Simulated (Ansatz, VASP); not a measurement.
# One calculation of BaTe, two programs

```
Ba Te
1.0
     4.04934    0.00000    0.00000
     0.00000    4.04934    0.00000
     0.00000    0.00000    4.15590
Ba Te
1 1
Cartesian
  0.0000 0.0000 0.0000
  2.0247 2.0247 2.0780
```

Change from the starting cell: strain -0.050 along x and y, -0.025 along z, atoms carried along.

Alike in both runs: task single point; functional LDA; k mesh 6 × 6 × 6; occupations gaussian, width 0.05 eV; no spin polarisation.

|  | VASP | Ansatz |
| --- | --- | --- |
| version | VASP 6.6.1 | Ansatz 0.2.0 |
| potentials or method | VASP PAW LDA potentials, release 64 (Ba_sv, Te), cutoff 520 eV | scalar-relativistic, plane waves, PAW |
| valence electrons in the cell | 16 | 26 |

Ansatz gave:

| Item | Value |
| --- | --- |
| gap on the k mesh at the Fermi level (eV) | 0.37 |
| least direct gap on the mesh (eV) | 0.68 |
| pressure (GPa) | 1.0 |
| traceless stress, the component that is largest in VASP (GPa) | -1.38 |

Question: Estimate VASP's values.

Answer: gap on the k mesh at the Fermi level (eV): 0.22; least direct gap on the mesh (eV): 0.58; pressure (GPa): 1.8; traceless stress, the component that is largest in VASP (GPa): -1.38.

LDA's correlation is that of Perdew and Zunger in VASP and of Perdew and Wang (1992) in Ansatz. VASP's potentials hold 16 valence electrons a cell and Ansatz's 26, so a difference there can come from the potentials and not from the codes.

Neither program's run includes spin-orbit coupling.
